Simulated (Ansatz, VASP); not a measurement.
Two plane-wave programs on MgS

```xyz
2
Lattice="0.0000 2.6016 2.6016 2.6016 0.0000 2.6016 2.6016 2.6016 0.0000" Properties=species:S:1:pos:R:3 pbc="T T T"
Mg    0.0000    0.0000    0.0000
S     2.6016    2.6016    2.6016
```

Alike in both runs: functional PBE; k mesh 9 × 9 × 9; occupations fermi-dirac, width 0.02 eV; no spin polarisation.

Ansatz relaxed the structure, and its values are those at the end. VASP's run is a single point on that final structure, the one shown.

```csv
,VASP,Ansatz
version,VASP 6.6.1,Ansatz 0.2.0
potentials or method,"VASP PAW PBE potentials, release 64 (Mg, S)","plane-wave PAW, scalar-relativistic"
plane-wave cutoff (eV),520,420
valence electrons in the cell,8,16
```

VASP gave:

```
gap on the k mesh at the Fermi level (eV) : 2.91
pressure (GPa)                            : 0.9
```

What did Ansatz give for the same quantities?

gap on the k mesh at the Fermi level (eV): 2.92; pressure (GPa): 1.2.

VASP's potentials hold 8 valence electrons a cell and Ansatz's 16, so a difference there can come from the potentials and not from the codes. Ansatz's warnings: stress scf threshold loose.
